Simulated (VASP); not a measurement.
A run of VASP 6.6.1 is set up as follows.

INCAR

```
SYSTEM = AlN
PREC     = Accurate       ! precision mode
ENCUT    = 600            ! plane-wave cutoff, eV
EDIFF    = 1E-7           ! SCF threshold, eV
ISMEAR   = -1             ! smearing method
SIGMA    = 0.05           ! smearing width, eV
LREAL    = .FALSE.        ! projectors in reciprocal space
LASPH    = .TRUE.         ! aspherical terms in the spheres
NELM     = 100            ! most SCF steps
ALGO     = Normal         ! electronic algorithm
ISIF     = 3              ! what is computed and relaxed
LWAVE    = .FALSE.        ! write WAVECAR
LCHARG   = .FALSE.        ! write CHGCAR
GGA      = B5             ! functional
ALDAX    = 1.0          
AGGAX    = 1.0          
AGGAC    = 1.0          
ALDAC    = 0.0          
IBRION   = 2              ! ionic algorithm
NSW      = 60             ! ionic steps
EDIFFG   = -0.01          ! ionic threshold
```

KPOINTS

```
Automatic mesh
0
G
  10 10 6
  0 0 0
```

POSCAR

```
AlN
1.0
    3.1130000000      0.0000000000      0.0000000000
   -1.5565000000      2.6959370820      0.0000000000
    0.0000000000      0.0000000000      4.9810000000
Al N
2 2
Direct
    0.6666666667      0.3333333333      0.5000000000
    0.3333333333      0.6666666667      0.0000000000
    0.6666666667      0.3333333333      0.8800000000
    0.3333333333      0.6666666667      0.3800000000
```

Potentials or basis: VASP PAW PBE potentials, release 64 (Al, N).

Command:

```bash
$ cat potpaw_PBE.64/Al/POTCAR potpaw_PBE.64/N/POTCAR > POTCAR
$ mpirun -np 1 vasp_std > vasp.out
```

Task: Predict the relaxed volume.

Result: 10.81 Å³/atom.

Task: Estimate the relaxed cell.

Result: a = 3.143 Å, b = 3.143 Å, c = 5.055 Å, α = 90.00°, β = 90.00°, γ = 120.00°.

Task: Estimate the band gap on the k mesh.

Result: 4.20 eV, direct.

Final structure:
```
Al N
1.0
     3.14341    0.00000    0.00000
    -1.57170    2.72227    0.00000
     0.00000    0.00000    5.05506
Al N
2 2
Direct
  0.66667 0.33333 0.49968
  0.33333 0.66667 0.99968
  0.66667 0.33333 0.88032
  0.33333 0.66667 0.38032
```

Caveat: the PAW data sets were made with another functional, which shifts forces and pressure a little. BLYP gives volumes clearly too large for solids.
